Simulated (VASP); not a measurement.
# Ag (Im-3m) in VASP: further runs, part 2 of 2

VASP 6.6.1.

### 5 Relaxation of cell and atoms, revPBE

This run uses another cell than the first one, of 18.15 Å³/atom, 1.042 times its volume.

File INCAR:

```
SYSTEM = Ag
PREC = Accurate
ENCUT = 600
EDIFF = 1E-6
ISMEAR = -1
SIGMA = 0.05
LREAL = .FALSE.
LASPH = .TRUE.
NELM = 100
ALGO = Normal
ISIF = 3
LWAVE = .FALSE.
LCHARG = .FALSE.
GGA = RE
IBRION = 2
NSW = 60
EDIFFG = -0.01
```

File KPOINTS:

```
regular mesh
0
G
  11 11 11
  0 0 0
```

File POSCAR:

```
Ag
1.0
   -1.6556540000      1.6556540000      1.6556540000
    1.6556540000     -1.6556540000      1.6556540000
    1.6556540000      1.6556540000     -1.6556540000
Ag
1
Direct
    0.0000000000      0.0000000000      0.0000000000
```

Potentials or basis: VASP PAW PBE potentials, release 64 (Ag).

On the command line:

```console
$ cat potpaw_PBE.64/Ag/POTCAR > POTCAR
$ mpirun -np 1 vasp_std > vasp.out
```

OUTCAR:

```text
SYSTEM = Ag
   PREC = Accurate
   ENCUT = 600
   EDIFF = 1E-6
   ISMEAR = -1
   LREAL = .FALSE.
   LASPH = .TRUE.
   NELM = 100
   ISIF = 3
   GGA = RE
   IBRION = 2
   NSW = 60
   EDIFFG = -0.01

 ion  position               nearest neighbor table
   1  0.000  0.000  0.000-

  LATTYP: Found a body centered cubic cell.
 ALAT       =     3.3113080000

  Lattice vectors:

 A1 = (  -1.6556540000,   1.6556540000,   1.6556540000)
 A2 = (   1.6556540000,  -1.6556540000,   1.6556540000)
 A3 = (   1.6556540000,   1.6556540000,  -1.6556540000)

Analysis of symmetry for initial positions (statically):
=====================================================================
 Subroutine PRICEL returns:
 Original cell was already a primitive cell.

 Routine SETGRP: Setting up the symmetry group for a
 body centered cubic supercell.

 Subroutine GETGRP returns: Found 48 space group operations
[... 9 lines left out ...]

 Routine SETGRP: Setting up the symmetry group for a
 body centered cubic supercell.

 Subroutine GETGRP returns: Found 48 space group operations
[... 11 lines left out ...]
                                     Primitive cell

  volume of cell :      18.1538

  direct lattice vectors                    reciprocal lattice vectors
    -1.655654000  1.655654000  1.655654000     0.000000000  0.301995465  0.301995465
     1.655654000 -1.655654000  1.655654000     0.301995465  0.000000000  0.301995465
     1.655654000  1.655654000 -1.655654000     0.301995465  0.301995465  0.000000000

  length of vectors
     2.867676848  2.867676848  2.867676848     0.427086083  0.427086083  0.427086083

  position of ions in fractional coordinates (direct lattice)
     0.000000000  0.000000000  0.000000000

  ion indices of the primitive-cell ions
   primitive index   ion index
                 1           1

----------------------------------------------------------------------------------------

[... 96 lines left out ...]
   AEXX    =    0.0000 exact exchange contribution
   IVDW    =     0    specifies the selected vdW correction
   LEPSILON=     F    determine dielectric tensor
   LRPA    =     F    only Hartree local field effects (RPA)
 conjugate gradient relaxation of ions
 non-spin polarized calculation
  energy-cutoff  :      600.00
  volume of cell :       18.15
 maximum number of plane-waves:       621
   NGX = 11   NGY = 11   NGZ = 11

--------------------------------------- Ionic step        1  -------------------------------------------

 number of electron      11.0000001 magnetization

 Free energy of the ion-electron system (eV)
  ---------------------------------------------------
  ext. energy  EPLUGINS =         0.00000000
  ---------------------------------------------------
  free energy    TOTEN  =        -2.27494316 eV

  energy without entropy =       -2.27157152  energy(sigma->0) =       -2.27325734

------------------------ aborting loop because EDIFF is reached ----------------------------------------

  FORCE on cell =-STRESS in cart. coord.  units (eV):
  Direction    XX          YY          ZZ          XY          YZ          ZX
  --------------------------------------------------------------------------------------
  -------------------------------------------------------------------------------------
  Total        0.2039655      0.2039655      0.2039655      0.0000000     -0.0000000      0.0000000
  in kB       18.0010784     18.0010784     18.0010784      0.0000000     -0.0000000      0.0000000
  external PRESSURE =      18.0010784 kB  Pullay stress =       0.0000000 kB
[... 57 lines left out ...]
--------------------------------------- Ionic step        3  -------------------------------------------

 number of electron      10.9999998 magnetization

 Free energy of the ion-electron system (eV)
  ---------------------------------------------------
  ext. energy  EPLUGINS =         0.00000000
  ---------------------------------------------------
  free energy    TOTEN  =        -2.27711516 eV

  energy without entropy =       -2.27383364  energy(sigma->0) =       -2.27547440

 E-fermi :   7.4202     XC(G=0): -11.6111

 val. band max:        7.3947296382   @ k =  -0.3636   0.4545   0.0909
 cond. band min:       7.6476939560   @ k =  -0.4545   0.4545   0.0909
 fundamental gap:      0.2529643178
 Fermi energy:         7.4201634118

 k-point     1 :       0.0000    0.0000    0.0000
  band No.  band energies     occupation
      1       0.2813      2.00000
      2       2.7840      2.00000
      3       2.7840      2.00000
      4       2.7840      2.00000
      5       3.9379      2.00000
      6       3.9379      2.00000
      7      25.0784      0.00000
      8      25.0784      0.00000
      9      25.0784      0.00000
[... 265 lines left out ...]
 k-point    24 :       0.3636    0.1818    0.0909
  band No.  band energies     occupation
      1       2.0184      2.00000
      2       2.2749      2.00000
      3       3.4291      2.00000
      4       3.9750      2.00000
      5       4.0771      2.00000
      6      10.1006      0.00000
      7      11.5073      0.00000
      8      15.8734      0.00000
      9      18.3427      0.00000

 [... further k-points ...]
[... 5 lines left out ...]
  --------------------------------------------------------------------------------------
  -------------------------------------------------------------------------------------
  Total       -0.0068933     -0.0068933     -0.0068933     -0.0000000     -0.0000000     -0.0000000
  in kB       -0.5953579     -0.5953579     -0.5953579     -0.0000000     -0.0000000     -0.0000000
  external PRESSURE =      -0.5953579 kB  Pullay stress =       0.0000000 kB
[... 16 lines left out ...]
  FREE ENERGIE OF THE ION-ELECTRON SYSTEM (eV)
  ---------------------------------------------------
  free  energy   TOTEN  =        -2.2771151646 eV

  energy  without entropy=       -2.2738336414  energy(sigma->0) =       -2.27547440

 reached required accuracy - stopping structural energy minimisation
```

It took 27 s on 1 thread of Intel Xeon 8259CL, shared host; peak memory 0.15 GiB.

Results:

| Quantity | Value |
| --- | --- |
| Free energy | -2.2771 eV |
| Relaxed volume | 18.55 Å³/atom |
| Relaxed cell | a = 2.888 Å, b = 2.888 Å, c = 2.888 Å, α = 109.47°, β = 109.47°, γ = 109.47° |
| Space group after relaxing (to 0.05 Å) | Im-3m (No. 229) |
| Energy gained by relaxing | 2.2 meV/atom |
| Ionic steps | 3 |
| Pressure after relaxing | -0.1 GPa |

Step by step:
| step | energy change (eV) | largest force (eV/Å) | pressure (GPa) | volume (Å³) |
| --- | --- | --- | --- | --- |
| 1 | 0.0000 | 0.0000 | 1.80 | 18.15 |
| 2 | -0.0019 | 0.0000 | -0.59 | 18.70 |
| 3 | -0.0022 | 0.0000 | -0.06 | 18.55 |

Final structure:
```
Ag
1.0
    -1.66763    1.66763    1.66763
     1.66763   -1.66763    1.66763
     1.66763    1.66763   -1.66763
Ag
1
Direct
  0.00000 0.00000 0.00000
```

Caveat: the PAW data sets were made with another functional, which shifts forces and pressure a little.

### 6 Relaxation of cell and atoms, BLYP

This run uses another cell than the first one, of 18.15 Å³/atom, 1.042 times its volume.

File INCAR:

```
SYSTEM = Ag
  PREC = Accurate
  ENCUT = 600
  EDIFF = 1E-6
  ISMEAR = -1
  SIGMA = 0.05
  LREAL = .FALSE.
  LASPH = .TRUE.
  NELM = 60
  ALGO = Normal
  ISIF = 3
  LWAVE = .FALSE.
  LCHARG = .FALSE.
  GGA = B5
  ALDAX = 1.0
  AGGAX = 1.0
  AGGAC = 1.0
  ALDAC = 0.0
  IBRION = 2
  NSW = 60
  EDIFFG = -0.01
```

KPOINTS is that of step 5.

POSCAR is that of step 5.

Potentials or basis: VASP PAW PBE potentials, release 64 (Ag).

On the command line:

```console
$ cat potpaw_PBE.64/Ag/POTCAR > POTCAR
$ mpirun -np 1 vasp_std > vasp.out
```

It took 2.4 min on 1 thread of Intel Xeon 8259CL, shared host; peak memory 0.15 GiB.

It converged, with:

```
Free energy                            : -2.0773 eV
Relaxed volume                         : 19.41 Å³/atom
Relaxed cell                           : a = 2.933 Å, b = 2.933 Å, c = 2.933 Å, α = 109.47°, β = 109.47°, γ = 109.47°
Space group after relaxing (to 0.05 Å) : Im-3m (No. 229)
Energy gained by relaxing              : 21.3 meV/atom
Ionic steps                            : 15
Pressure after relaxing                : 0.1 GPa
```

The path:
| step | energy change (eV) | largest force (eV/Å) | pressure (GPa) | volume (Å³) |
| --- | --- | --- | --- | --- |
| 1 | 0.0000 | 0.0000 | 5.73 | 18.15 |
| 2 | -0.0190 | 0.0000 | -1.55 | 19.91 |
| 3 | -0.0213 | 0.0000 | -0.15 | 19.44 |
| 4 | -0.0213 | 0.0000 | 0.10 | 19.40 |
| 5 | -0.0213 | 0.0000 | 0.13 | 19.40 |
| 6 | -0.0213 | 0.0000 | 0.12 | 19.40 |
| 7 | -0.0213 | 0.0000 | 0.12 | 19.40 |
| 8 | -0.0213 | 0.0000 | 0.12 | 19.40 |
| 9 | -0.0213 | 0.0000 | 0.12 | 19.40 |
| 10 | -0.0213 | 0.0000 | 0.12 | 19.40 |
| 11 | -0.0213 | 0.0000 | 0.13 | 19.40 |
| 12 | -0.0213 | 0.0000 | 0.13 | 19.40 |
| 13 | -0.0213 | 0.0000 | 0.13 | 19.41 |
| 14 | -0.0213 | 0.0000 | 0.10 | 19.41 |
| 15 | -0.0213 | 0.0000 | 0.08 | 19.41 |

Final structure:
```xyz
1
Lattice="-1.6931 1.6931 1.6931 1.6931 -1.6931 1.6931 1.6931 1.6931 -1.6931" Properties=species:S:1:pos:R:3 pbc="T T T"
Ag    0.0000    0.0000    0.0000
```

Levels at points of the mesh, in eV from the Fermi level:
| k point | band 4 | band 5 | band 6 | band 7 | band 8 | band 9 |
| --- | --- | --- | --- | --- | --- | --- |
| (0.00, 0.00, 0.00) | -4.59 | -3.51 | -3.51 | 17.71 | 17.71 | 17.71 |

Caveat: the PAW data sets were made with another functional, which shifts forces and pressure a little.

### 7 Summary

| task | level | potentials or basis | cell | cutoff (eV) | gap on the mesh (eV) | pressure (GPa) | relaxed volume (Å³/atom) |
| --- | --- | --- | --- | --- | --- | --- | --- |
| single point | r2SCAN | VASP PAW PBE potentials, release 64 (Ag) | a = 2.829 Å, angles 109.5°, 1 atom | 520 | none | 0.1 | - |
| relaxation of cell and atoms | LDA | VASP PAW LDA potentials, release 64 (Ag) | relaxed from a = 2.868 Å, angles 109.5°, 1 atom | 600 | none | -0.1 | 16.17 |
| relaxation of cell and atoms | RPBE | VASP PAW PBE potentials, release 64 (Ag) | relaxed from a = 2.868 Å, angles 109.5°, 1 atom | 600 | none | -0.1 | 18.80 |
| relaxation of cell and atoms | revPBE | VASP PAW PBE potentials, release 64 (Ag) | relaxed from a = 2.868 Å, angles 109.5°, 1 atom | 600 | none | -0.1 | 18.55 |
| relaxation of cell and atoms | BLYP | VASP PAW PBE potentials, release 64 (Ag) | relaxed from a = 2.868 Å, angles 109.5°, 1 atom | 600 | none | 0.1 | 19.41 |

Alike in all rows: no spin polarisation; k mesh 11 × 11 × 11; smearing fermi-dirac 0.05 eV.

Caveats: the PAW data sets were made with another functional, which shifts forces and pressure a little (some runs).

Absolute energies hang on the potentials; compare differences alone.
